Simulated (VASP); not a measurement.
Input of a VASP 6.6.1 run:

The input POSCAR:

```
C
1.0
    1.2278600605      0.7089053382      3.5263005318
   -1.2278600605      0.7089053382      3.5263005318
    0.0000000000     -1.4178106712      3.5263005328
C
2
Direct
    0.8333359393      0.8333359393      0.8333359393
    0.1666640607      0.1666640607      0.1666640607
```

INCAR.step1

```
SYSTEM = C
ALGO = Normal
EDIFF = 1E-4
ENCUT = 520
GGA = PE
ISMEAR = -1
LASPH = .True.
LCHARG = .False.
LREAL = .False.
LWAVE = .True.
NBANDS = 11
NELM = 80
PREC = Accurate
SIGMA = 0.05
```

File INCAR.step2:

```
SYSTEM = C
ALGO = Normal
EDIFF = 1E-6
ENCUT = 520
ISIF = 2
ISMEAR = -1
ISTART = 1
LASPH = .True.
LCHARG = .False.
LMIXTAU = .True.
LREAL = .False.
LWAVE = .False.
METAGGA = R2SCAN
NBANDS = 11
NELM = 80
PREC = Accurate
SIGMA = 0.05
```

The input KPOINTS:

```
k-points
0
Gamma
  11 11 11
  0 0 0
```

Potentials or basis: VASP PAW PBE potentials, release 64 (C).

Launch:

```sh
$ cat potpaw_PBE.64/C/POTCAR > POTCAR
$ cp INCAR.step1 INCAR
$ mpirun -np 1 vasp_std > vasp.out
$ cp INCAR.step2 INCAR
$ mpirun -np 1 vasp_std > vasp.out
```

Question: Predict the pressure.

Answer: 0.7 GPa.

Stress tensor (GPa, compression positive):
```
 1.10  0.00  0.00
 0.00  1.10  0.00
 0.00  0.00 -0.08
```

Caveat: the PAW data sets were made with another functional, which shifts forces and pressure a little.
